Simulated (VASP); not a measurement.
Write the native input for VASP 6.6.1 that does the following.

* Task: single point
* Functional: PBE
* Potentials or basis: VASP PAW PBE potentials, release 64 (Ca_sv, Ge_d, N)
* Cutoff: 520 eV
* k mesh: 3 × 3 × 3
* Occupations: gaussian, width 0.15 eV
* Spin: no spin polarisation
* Dipole correction: no
* Further INCAR settings: LREAL = Auto; ALGO = Normal; EDIFF = 1e-07; NBANDS = 88

The structure of Ca5GeN2 lies in POSCAR:

```
Ca5GeN2
1.0
   -3.5065135050      3.5065135050      6.6010548865
    3.5065135050     -3.5065135050      6.6010548865
    3.5065135050      3.5065135050     -6.6010548865
Ca Ge N
10 2 4
Direct
    0.2763863569      0.4643321270      0.5000000000
    0.0356678730      0.2236136431      0.5000000000
    0.7236136431      0.5356678730      0.5000000000
    0.9643321270      0.7763863569      0.5000000000
    0.7763863569      0.2763863569      0.8120542299
    0.5356678730      0.0356678730      0.8120542299
    0.0000000000      0.0000000000      0.0000000000
    0.2236136431      0.7236136431      0.1879457701
    0.4643321270      0.9643321270      0.1879457701
    0.5000000000      0.5000000000      0.0000000000
    0.7500000000      0.7500000000      0.0000000000
    0.2500000000      0.2500000000      0.0000000000
    0.3310828062      0.1689171938      0.5000000000
    0.6689171938      0.8310828062      0.5000000000
    0.8310828062      0.3310828062      0.1621656124
    0.1689171938      0.6689171938      0.8378343876
```

One way to write it, as run:

INCAR

```
PREC = Accurate
ENCUT = 520
EDIFF = 1E-7
ISMEAR = 0
SIGMA = 0.15
LREAL = Auto
LASPH = T
NELM = 80
ALGO = Normal
ISIF = 2
LWAVE = F
LCHARG = F
GGA = PE
NBANDS = 88
```

KPOINTS

```
Automatic mesh
0
Gamma
  3 3 3
```

Potentials or basis: VASP PAW PBE potentials, release 64 (Ca_sv, Ge_d, N).

Launch:

```bash
$ cat potpaw_PBE.64/Ca_sv/POTCAR potpaw_PBE.64/Ge_d/POTCAR potpaw_PBE.64/N/POTCAR > POTCAR
$ mpirun -np 1 vasp_std > vasp.out
```

It gave:

- Pressure: 0.4 GPa
- Largest force: 0.060 eV/Å
- Band gap on the k mesh: 0.13 eV (least direct gap 0.20 eV)

Caveat: an odd mesh through Γ misses points on the zone boundary, where band edges can lie.

Wall time 8.3 min on 1 thread of AMD EPYC 9R45 96-Core Processor (Zen 5), with other jobs on the host, peak memory 0.59 GiB.
